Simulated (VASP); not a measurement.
# CuO in VASP: notebook, part 3 of 3

VASP 6.6.1.

## 5. Single point, PBE (atoms moved at random)

The input, INCAR:

```
  PREC = Accurate
  ENCUT = 520
  EDIFF = 1E-6
  ISMEAR = -1
  SIGMA = 0.05
  LREAL = F
  LASPH = T
  NELM = 100
  ALGO = Normal
  ISIF = 2
  LWAVE = F
  LCHARG = F
  GGA = PE
  NBANDS = 25
```

The input, KPOINTS:

```
regular mesh
0
Gamma
  8 8 6
```

The input, POSCAR:

```
CuO
1.0
    3.1754955000      0.0000000000      0.0000000000
    0.0000000000      3.1754955000      0.0000000000
    0.0000000000      0.0000000000      4.6495318700
Cu O
2 2
Direct
   -0.0019590000      0.0009470000     -0.0045530000
    0.4996480000      0.5073270000      0.0017850000
    0.5054960000     -0.0039170000      0.2676500000
   -0.0021780000      0.5003410000      0.7249710000
```

Potentials or basis: VASP PAW PBE potentials, release 64 (Cu, O).

Started as:

```bash
$ cat potpaw_PBE.64/Cu/POTCAR potpaw_PBE.64/O/POTCAR > POTCAR
$ mpirun -np 1 vasp_std > vasp.out
```

OUTCAR:

```text
PREC = Accurate
   ENCUT = 520
   EDIFF = 1E-6
   ISMEAR = -1
   LREAL = F
   LASPH = T
   NELM = 100
   ISIF = 2
   GGA = PE

 ion  position               nearest neighbor table
   1  0.998  0.001  0.995-   3 2.01   4 2.02   4 2.03   3 2.05   2 2.23   2 2.23   2 2.26   2 2.26

   2  0.500  0.507  0.002-   3 1.98   4 2.04   3 2.04   4 2.05   1 2.23   1 2.23   1 2.26   1 2.26

   3  0.505  0.996  0.268-   2 1.98   1 2.01   2 2.04   1 2.05
   4  0.998  0.500  0.725-   1 2.02   1 2.03   2 2.04   2 2.05

  LATTYP: Found a simple tetragonal cell.
 ALAT       =     3.1754955000
 C/A-ratio  =     1.4641909806

  Lattice vectors:

 A1 = (   3.1754955000,   0.0000000000,   0.0000000000)
 A2 = (   0.0000000000,   3.1754955000,   0.0000000000)
 A3 = (   0.0000000000,   0.0000000000,   4.6495318700)

Analysis of symmetry for initial positions (statically):
=====================================================================
 Subroutine PRICEL returns:
 Original cell was already a primitive cell.

 Routine SETGRP: Setting up the symmetry group for a
 simple tetragonal supercell.

 Subroutine GETGRP returns: Found  1 space group operations
 (whereof  1 operations were pure point group operations)
 out of a pool of 16 trial point group operations.

The static configuration has the point symmetry C_1 .

Analysis of symmetry for dynamics (positions and initial velocities):
=====================================================================
 Subroutine PRICEL returns:
 Original cell was already a primitive cell.

 Routine SETGRP: Setting up the symmetry group for a
 simple tetragonal supercell.

 Subroutine GETGRP returns: Found  1 space group operations
 (whereof  1 operations were pure point group operations)
 out of a pool of 16 trial point group operations.

The dynamic configuration has the point symmetry C_1 .
[... 112 lines left out ...]
   TEBEG  =    0.0;   TEEND  =   0.0 temperature during run
   PSTRESS=    0.0 pullay stress
   NELECT =      34.0000    total number of electrons
   NUPDOWN=      -1.0000    fix difference up-down
   EMIN   =  10.00;   EMAX   =-10.00  energy-range for DOS
   EFERMI =   0.00;   METHOD = LEGACY
   ISMEAR =    -1;   SIGMA  =   0.05  broadening in eV -4-tet -1-fermi 0-gaus
   EFERMI_NEDOS =   21; number of points for ismear=-14 and -15
   IALGO  =     38    algorithm
   IMIX   =      4    mixing-type and parameters
     AMIX     =   0.40;   BMIX     =  1.00
     AMIX_MAG =   1.60;   BMIX_MAG =  1.00
  volume/ion in A,a.u.               =      11.72        79.10
  Fermi-wavevector in a.u.,A,eV,Ry     =   1.470812  2.779431 29.433305  2.163287
  Thomas-Fermi vector in A             =   2.586023
   LORBIT       =      0    0 simple, 1 ext, 2 COOP (PROOUT), +10 PAW based schemes
   GGA     = PE    functional components
   LHFCALC =     F    Hartree Fock is set to
   AEXX    =    0.0000 exact exchange contribution
   IVDW    =     0    specifies the selected vdW correction
   LEPSILON=     F    determine dielectric tensor
   LRPA    =     F    only Hartree local field effects (RPA)
 non-spin polarized calculation
  energy-cutoff  :      520.00
  volume of cell :       46.88
 maximum number of plane-waves:      1288
   NGX = 11   NGY = 11   NGZ = 17

 number of electron      34.0000019 magnetization

 Free energy of the ion-electron system (eV)
  ---------------------------------------------------
  ext. energy  EPLUGINS =         0.00000000
  ---------------------------------------------------
  free energy    TOTEN  =       -16.09160650 eV

  energy without entropy =      -16.03428020  energy(sigma->0) =      -16.06294335

 E-fermi :   3.0653     XC(G=0): -10.7632

 val. band max:        3.0651137473   @ k =  -0.2500  -0.1250   0.3333
 cond. band min:       3.0674119249   @ k =  -0.3750  -0.2500   0.3333
 fundamental gap:      0.0022981776
 Fermi energy:         3.0653494243

 k-point     1 :       0.0000    0.0000    0.0000
  band No.  band energies     occupation
      1     -15.3546      2.00000
      2     -14.5392      2.00000
      3      -3.2896      2.00000
      4      -2.2684      2.00000
      5      -1.7649      2.00000
      6      -1.6971      2.00000
[... 661 lines left out ...]
     24      16.3093      0.00000
     25      17.5486      0.00000

 [... further k-points ...]
[... 5 lines left out ...]
  --------------------------------------------------------------------------------------
  -------------------------------------------------------------------------------------
  Total        8.4292023      8.3703735     -2.8176312      0.0087941      0.1031694     -0.0817400
  in kB      288.0479749    286.0376422    -96.2858548      0.3005172      3.5255692     -2.7932705
  external PRESSURE =     159.2665874 kB  Pullay stress =       0.0000000 kB

 VOLUME and BASIS-vectors are now :
 -----------------------------------------------------------------------------
  energy-cutoff  :      520.00
  volume of cell :       46.88
      direct lattice vectors                 reciprocal lattice vectors
     3.175495500  0.000000000  0.000000000     0.314911484  0.000000000  0.000000000
     0.000000000  3.175495500  0.000000000     0.000000000  0.314911484  0.000000000
     0.000000000  0.000000000  4.649531870     0.000000000  0.000000000  0.215075416

 POSITION                                       TOTAL-FORCE (eV/Angst)
 -----------------------------------------------------------------------------------
      3.16927      0.00301      4.62836         0.109558      0.195082     -0.250082
      1.58663      1.61101      0.00830        -0.052708     -0.341318      0.072899
      1.60520      3.16306      1.24445        -0.065745      0.118393     -0.942833
      3.16858      1.58883      3.37078         0.008896      0.027843      1.120017
 -----------------------------------------------------------------------------------
    total drift:                                0.001260     -0.002380     -0.000429

  FREE ENERGIE OF THE ION-ELECTRON SYSTEM (eV)
  ---------------------------------------------------
  free  energy   TOTEN  =       -16.0916064999 eV

  energy  without entropy=      -16.0342801955  energy(sigma->0) =      -16.06294335
```

OSZICAR:

```text
N       E                     dE             d eps       ncg     rms          rms(c)
DAV:   1     0.310136775048E+03    0.31014E+03   -0.16583E+04 10224   0.207E+03
DAV:   2     0.180787914906E+02   -0.29206E+03   -0.27109E+03  9994   0.397E+02
DAV:   3    -0.214644066264E+02   -0.39543E+02   -0.36896E+02 11982   0.160E+02
DAV:   4    -0.230300701325E+02   -0.15657E+01   -0.15498E+01 11760   0.344E+01
DAV:   5    -0.230651132548E+02   -0.35043E-01   -0.35027E-01 12430   0.491E+00    0.194E+01
DAV:   6    -0.243815013096E+02   -0.13164E+01   -0.49480E+01 14851   0.202E+02    0.186E+01
DAV:   7    -0.160505886068E+02    0.83309E+01   -0.15488E+01 12719   0.120E+02    0.377E+00
DAV:   8    -0.161781990519E+02   -0.12761E+00   -0.21430E+00 11055   0.114E+01    0.252E+00
DAV:   9    -0.161201515840E+02    0.58047E-01   -0.13831E-01 15470   0.987E+00    0.156E+00
DAV:  10    -0.161048517867E+02    0.15300E-01   -0.64724E-02 15960   0.972E+00    0.120E+00
DAV:  11    -0.160952485200E+02    0.96033E-02   -0.30373E-02 14316   0.846E+00    0.615E-01
DAV:  12    -0.160912749303E+02    0.39736E-02   -0.97075E-03 15435   0.339E+00    0.133E-01
DAV:  13    -0.160915381415E+02   -0.26321E-03   -0.26142E-03 13950   0.540E-01    0.576E-02
DAV:  14    -0.160915911130E+02   -0.52972E-04   -0.19076E-04 12978   0.460E-01    0.291E-02
DAV:  15    -0.160916085976E+02   -0.17485E-04   -0.73165E-05 14459   0.289E-01    0.144E-02
DAV:  16    -0.160916063839E+02    0.22137E-05   -0.10534E-05 14512   0.109E-01    0.322E-03
DAV:  17    -0.160916064999E+02   -0.11597E-06   -0.14496E-06  7893   0.202E-02
   1 F= -.16091606E+02 E0= -.16062943E+02  d E =-.573263E-01
```

stdout:

```text
POSCAR found type information on POSCAR CuO
 POSCAR found :  2 types and       4 ions
 scaLAPACK will be used
 LDA part: xc-table for (Slater+PW92), standard interpolation
 POSCAR, INCAR and KPOINTS ok, starting setup
 FFT: planning ... GRIDC
 FFT: planning ... GRID_SOFT
 FFT: planning ... GRID
 WAVECAR not read
 entering main loop
```

It took 84 s on 1 thread of Intel Xeon 6975P-C (Granite Rapids), shared host; peak memory 0.29 GiB.

Results:

| Property | Result |
| --- | --- |
| Free energy | -16.0916 eV |
| Pressure | 15.9 GPa |
| Largest force | 1.120 eV/Å |
| Band gap on the k mesh | zero (bands 17 and 18 overlap by 0.81 eV) |

Forces on the atoms (eV/Å):
```
Cu   0.110  0.195 -0.250
Cu  -0.053 -0.341  0.073
O   -0.066  0.118 -0.943
O    0.009  0.028  1.120
```

Levels at points of the mesh, in eV from the Fermi level:
```csv
k point,band 15,band 16,band 17,band 18,band 19,band 20
"(0.00, 0.00, 0.00)",-0.48,-0.36,0.42,0.44,1.13,6.56
"(0.50, 0.00, 0.00)",-0.28,-0.24,0.00,0.04,5.12,5.21
"(0.00, 0.50, 0.00)",-0.30,-0.29,-0.06,-0.01,5.18,5.25
"(0.50, 0.50, 0.00)",-1.53,-1.52,-0.39,-0.39,5.46,5.58
"(0.00, 0.00, 0.50)",-0.79,-0.48,0.22,0.25,2.74,5.71
"(0.50, 0.00, 0.50)",0.04,0.06,0.10,0.13,4.91,5.03
"(0.00, 0.50, 0.50)",-0.01,0.02,0.07,0.09,4.98,5.07
"(0.50, 0.50, 0.50)",-1.63,-1.61,-0.27,-0.27,6.38,6.49
```

Caveat: the cell differs from its parent crystal (atoms moved at random); the cell stands under pressure; semilocal functionals often make such compounds metallic where correlation or magnetic order opens a gap, which also shifts bond lengths; forces of over 1 eV/Å act on the atoms, so gaps and moduli don't describe the material at rest.

## 6. Single point, PBE

The input, INCAR:

```
SYSTEM = CuO
PREC = Accurate ; ENCUT = 520
EDIFF = 1E-6 ; ISMEAR = -1
SIGMA = 0.05 ; LREAL = .False.
LASPH = .True. ; NELM = 60
ALGO = Normal ; ISIF = 2
LWAVE = .False. ; LCHARG = .True.
GGA = PE ; LELF = .True.
LVHAR = .True. ; NBANDS = 25
```

The input, KPOINTS:

```
Automatic mesh
0
Gamma
  15 15 10
  0 0 0
```

The input, POSCAR:

```
CuO
1.0
    3.1754955000      0.0000000000      0.0000000000
    0.0000000000      3.1754955000      0.0000000000
    0.0000000000      0.0000000000      4.6495318700
Cu O
2 2
Direct
    0.0000000000      0.0000000000      0.0000000000
    0.5000000000      0.5000000000      0.0000000000
    0.5000000000      0.0000000000      0.2670000000
    0.0000000000      0.5000000000      0.7330000000
```

Potentials or basis: VASP PAW PBE potentials, release 64 (Cu, O).

Started as:

```bash
$ cat potpaw_PBE.64/Cu/POTCAR potpaw_PBE.64/O/POTCAR > POTCAR
$ mpirun -np 1 vasp_std > vasp.out
```

Run time: 5.6 min. Hardware: 1 thread of Intel Xeon 8259CL, shared host; peak memory 0.32 GiB.

Results (log left out):

```
Free energy            : -16.1330 eV
Pressure               : 17.5 GPa
Largest force          : 0.819 eV/Å
Band gap on the k mesh : zero (bands 17 and 18 overlap by 0.85 eV)
```

Forces in eV/Å, atoms in the order of the input:
```
Cu   0.000  0.000  0.000
Cu   0.000  0.000  0.000
O    0.000  0.000 -0.819
O    0.000  0.000  0.819
```

Stress tensor (GPa, compression positive):
```
30.12  0.00  0.00
 0.00 30.12  0.00
 0.00  0.00 -7.78
```

Levels at points of the mesh, in eV from the Fermi level:
| k point | band 15 | band 16 | band 17 | band 18 | band 19 | band 20 |
| --- | --- | --- | --- | --- | --- | --- |
| (0.00, 0.00, 0.00) | -0.51 | -0.31 | 0.44 | 0.44 | 1.15 | 6.51 |
| (0.00, 0.00, 0.50) | -0.74 | -0.51 | 0.26 | 0.26 | 2.75 | 5.68 |

Caveat: the cell stands under pressure; semilocal functionals often make such compounds metallic where correlation or magnetic order opens a gap, which also shifts bond lengths. With open d or f shells a metallic result of PBE can be an artefact of self-interaction; +U or a hybrid may open a gap.

## 7. Relaxation of cell and atoms, PBEsol+D3(BJ)

The input, INCAR:

```
SYSTEM = CuO
ALGO = Normal
EDIFF = 1E-6
EDIFFG = -0.01
ENCUT = 600
GGA = PS
IBRION = 2
ISIF = 3
ISMEAR = -1
IVDW = 12
LASPH = .TRUE.
LCHARG = .FALSE.
LREAL = .FALSE.
LWAVE = .FALSE.
NELM = 80
NSW = 60
PREC = Accurate
SIGMA = 0.05
```

The input, KPOINTS:

```
k-points
0
G
  8 8 6
  0 0 0
```

POSCAR is that of step 6.

Started as:

```bash
$ cat potpaw_PBE.64/Cu/POTCAR potpaw_PBE.64/O/POTCAR > POTCAR
$ mpirun -np 1 vasp_std > vasp.out
```

Wall time 46 min (1 thread of Intel Xeon 8259CL, shared host); peak memory 0.25 GiB.

The run converged. Its results:

```
Free energy                           : -21.4592 eV
Relaxed volume                        : 10.95 Å³/atom
Relaxed cell                          : a = 3.824 Å, b = 3.824 Å, c = 2.996 Å, α = 90.00°, β = 90.00°, γ = 90.00°
Space group after relaxing (to 0.1 Å) : P4/mmm (No. 123)
Energy gained by relaxing             : 678.0 meV/atom
Ionic steps                           : 41
Pressure after relaxing               : -0.1 GPa
Largest force after relaxing          : 0.008 eV/Å
Band gap on the k mesh                : zero (bands 17 and 18 overlap by 3.32 eV)
Dispersion energy per atom            : -0.217 eV
```

Forces in eV/Å, atoms in the order of the input:
```
Cu   0.000  0.000  0.000
Cu   0.000  0.000  0.000
O    0.000  0.000 -0.008
O    0.000  0.000  0.008
```

The path:
```csv
step,energy change (eV),largest force (eV/Å),pressure (GPa),volume (Å³)
1,0.0000,1.2347,7.53,46.88
3,-1.0447,1.6681,-10.21,52.69
5,-1.7298,0.1518,10.18,44.87
7,-2.0582,0.0767,27.47,38.83
9,-1.7117,0.2733,19.19,34.58
11,-2.4497,0.2222,14.18,37.77
13,-2.5561,0.5202,2.07,40.74
15,-2.5628,0.5144,1.80,40.86
17,-2.6127,0.3910,0.40,41.25
19,-2.6630,0.1682,0.46,41.63
21,-2.6800,0.0597,3.91,41.70
23,-2.7027,0.0020,2.22,44.47
25,-2.7083,0.0105,-0.41,44.89
27,-2.7107,0.0112,-0.31,44.46
29,-2.7120,0.0120,0.06,43.85
31,-2.7120,0.0120,0.08,43.88
33,-2.7120,0.0102,0.10,43.87
35,-2.7120,0.0117,0.20,43.89
37,-2.7121,0.0110,-0.24,43.89
39,-2.7121,0.0120,-0.13,43.88
41,-2.7122,0.0082,-0.06,43.82
```

Final structure:
```
Cu O
1.0
     3.82446    0.00000    0.00000
     0.00000    3.82446    0.00000
     0.00000    0.00000    2.99591
Cu O
2 2
Direct
  0.00000 0.00000 0.00000
  0.50000 0.50000 0.00000
  0.50000 0.00000 0.00868
  0.00000 0.50000 0.99132
```

Levels at points of the mesh, in eV from the Fermi level:
| k point | band 15 | band 16 | band 17 | band 18 | band 19 | band 20 | band 21 |
| --- | --- | --- | --- | --- | --- | --- | --- |
| (0.00, 0.00, 0.00) | -1.88 | -1.69 | -1.26 | -1.23 | 2.12 | 4.92 | 11.78 |
| (0.50, 0.00, 0.00) | -0.79 | -0.79 | -0.39 | -0.39 | 5.85 | 5.85 | 12.20 |
| (0.50, 0.50, 0.00) | 0.19 | 0.19 | 2.04 | 2.04 | 7.14 | 7.14 | 7.80 |
| (0.00, 0.00, 0.50) | -1.68 | -1.64 | -1.58 | -1.25 | 5.72 | 6.78 | 8.01 |
| (0.50, 0.00, 0.50) | -1.03 | -1.03 | -0.04 | -0.04 | 5.10 | 5.10 | 10.58 |
| (0.50, 0.50, 0.50) | -0.31 | -0.31 | 2.07 | 2.07 | 3.52 | 3.52 | 11.65 |

Caveat: a cell axis changed by over 15 % at a fixed basis, so the end point is rough; the PAW data sets were made with another functional, which shifts forces and pressure a little; semilocal functionals often make such compounds metallic where correlation or magnetic order opens a gap, which also shifts bond lengths. With open d or f shells a metallic result of PBEsol can be an artefact of self-interaction; +U or a hybrid may open a gap.

## 8. The runs side by side

| task | level | potentials or basis | cell | k mesh | cutoff (eV) | gap on the mesh (eV) | pressure (GPa) | relaxed volume (Å³/atom) | largest force (eV/Å) |
| --- | --- | --- | --- | --- | --- | --- | --- | --- | --- |
| relaxation of cell and atoms | PBE | VASP PAW PBE potentials, release 64 (Cu, O) | relaxed, atomic positions A | 6 × 6 × 5 | 600 | none | 0.0 | 14.19 | 0.01 |
| relaxation of cell and atoms | PBEsol | VASP PAW PBE potentials, release 64 (Cu, O) | relaxed, atomic positions A | 6 × 6 × 5 | 600 | none | 0.0 | 12.19 | - |
| relaxation of cell and atoms | LDA | VASP PAW LDA potentials, release 64 (Cu, O) | relaxed, atomic positions A | 6 × 6 × 5 | 600 | none | 0.0 | 11.17 | 0.01 |
| single point | PBE | VASP PAW PBE potentials, release 64 (Cu, O) | as given, atomic positions B | 8 × 8 × 6 | 520 | none | 15.9 | - | 1.12 |
| single point | PBE | VASP PAW PBE potentials, release 64 (Cu, O) | as given, atomic positions A | 15 × 15 × 10 | 520 | none | 17.5 | - | 0.82 |
| relaxation of cell and atoms | PBEsol+D3(BJ) | VASP PAW PBE potentials, release 64 (Cu, O) | relaxed, atomic positions A | 8 × 8 × 6 | 600 | none | -0.1 | 10.95 | 0.01 |

Alike in all rows: no spin polarisation; smearing fermi-dirac 0.05 eV.

Caveats: semilocal functionals often make such compounds metallic where correlation or magnetic order opens a gap, which also shifts bond lengths; a cell axis changed by over 15 % at a fixed basis, so the end point is rough (at least some runs); the PAW data sets were made with another functional, which shifts forces and pressure a little (at least some runs); the cell stands under pressure (at least some runs); the volume moved by over 15 % at a fixed basis, so the end points are rough (at least some runs); forces of over 1 eV/Å act on the atoms, so gaps and moduli don't describe the material at rest (at least some runs).

Absolute energies hang on the potentials; compare differences alone.
